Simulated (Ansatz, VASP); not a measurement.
## One calculation of ZnO, two programs

File INCAR:

```
PREC = Accurate ; ENCUT = 520
EDIFF = 1E-7 ; ISMEAR = 0
SIGMA = 0.01 ; LREAL = F
LASPH = T ; NELM = 80
ALGO = Normal ; ISIF = 2
LWAVE = F ; LCHARG = F
GGA = CA ; NBANDS = 26
```

KPOINTS

```
regular mesh
0
Gamma
  8 8 4
```

Contents of POSCAR:

```
ZnO
1.0
    3.1552743932      0.0000000000      0.0000000000
   -1.5776371966      2.7325477804      0.0000000000
    0.0000000000      0.0000000000      5.2047246764
Zn O
2 2
Direct
    0.3333333333      0.6666666667      0.5029492769
    0.6666666667      0.3333333333      0.0029492769
    0.6666666667      0.3333333333      0.3760607231
    0.3333333333      0.6666666667      0.8760607231
```

Input for Ansatz:

```yaml
crystal:
  lattice:
    - [3.15527439324, 0.0, 0.0]
    - [-1.57763719662, 2.73254778045, 0.0]
    - [0.0, 0.0, 5.20472467643]
  atoms:
    - { symbol: Zn, position: [0.333333333333, 0.666666666667, 0.502949276909] }
    - { symbol: Zn, position: [0.666666666667, 0.333333333333, 0.002949276909] }
    - { symbol: O, position: [0.666666666667, 0.333333333333, 0.376060723091] }
    - { symbol: O, position: [0.333333333333, 0.666666666667, 0.876060723091] }
kpoints:
  mp_grid: { grid: [8, 8, 4] }
scf:
  occupations: { method: fixed }
  convergence: { dr2_threshold: 1.0e-10 }
hamiltonian:
  xc: lda
  pseudopotentials: { kind: all_electron, lapw: { basis_error: 0.0005 } }
output:
  forces: true
  stress: true
  eigenstates:
    kpoints:
      - [0.0, 0.0, 0.0]
      - [0.0, 0.0, -0.5]
      - [-0.5, 0.0, 0.0]
      - [-0.5, 0.5, 0.0]
      - [0.0, -0.5, 0.0]
      - [-0.5, 0.0, -0.5]
      - [-0.5, 0.5, -0.5]
      - [0.0, -0.5, -0.5]
  eigenvalues: true
```

Change from the starting cell: film at in-plane strain -0.01.

Alike in both runs: task single point; functional LDA; k mesh 8 × 8 × 4; no spin polarisation.

|  | VASP | Ansatz |
| --- | --- | --- |
| version | VASP 6.6.1 | Ansatz 0.2.0 |
| potentials or method | VASP PAW LDA potentials, release 64 (Zn, O), cutoff 520 eV | all-electron LAPW, scalar-relativistic |
| occupations | gaussian, width 0.01 eV | fixed |

|  | VASP | Ansatz | Ansatz less VASP |
| --- | --- | --- | --- |
| gap on the k mesh at the Fermi level (eV) | 0.80 | 0.80 | +0.004 |
| pressure (GPa) | 2.9 | 1.6 | -1.31 |
| traceless stress, the component that is largest in VASP (GPa) | -1.57 | -1.56 | +0.007 |
| rms of the force components (eV/Å) | 0.003 | 0.000 | -0.0032 |

LDA's correlation is that of Perdew and Zunger in VASP and of Perdew and Wang (1992) in Ansatz. Atom by atom the forces differ by 0.003 eV/Å (rms over components). Ansatz ran all-electron here, and VASP with PAW potentials.
